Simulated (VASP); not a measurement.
Ti:

```xyz
1
Lattice="0.0000 1.9886 1.9886 1.9886 0.0000 1.9886 1.9886 1.9886 0.0000" Properties=species:S:1:pos:R:3 pbc="T T T"
Ti    0.0000    0.0000    0.0000
```

Base run:

- Program: VASP 6.6.1
- Functional: PBEsol
- Potentials or basis: VASP PAW PBE potentials, release 64 (Ti_sv)
- Cutoff: 520 eV
- k mesh: 11 × 11 × 11
- Occupations: fermi-dirac, width 0.05 eV
- Spin: no spin polarisation

Its results: band gap on the k mesh zero (band 6 reaches 10.13 eV, above the bottom of band 7 at 8.88 eV); pressure 6.8 GPa.

Question: The run is repeated on the same cell with these changes: functional from PBEsol to PBE; further incar settings from ALGO = Fast; EDIFF = 1e-07; NBANDS = 12 to ALGO = Normal; EDIFF = 1e-07; NBANDS = 12. What comes out?

Answer: Band gap on the k mesh zero (band 6 reaches 10.26 eV, above the bottom of band 7 at 9.02 eV); pressure 12.1 GPa.

Caveats: the PAW data sets were made with another functional, which shifts forces and pressure a little (some runs).
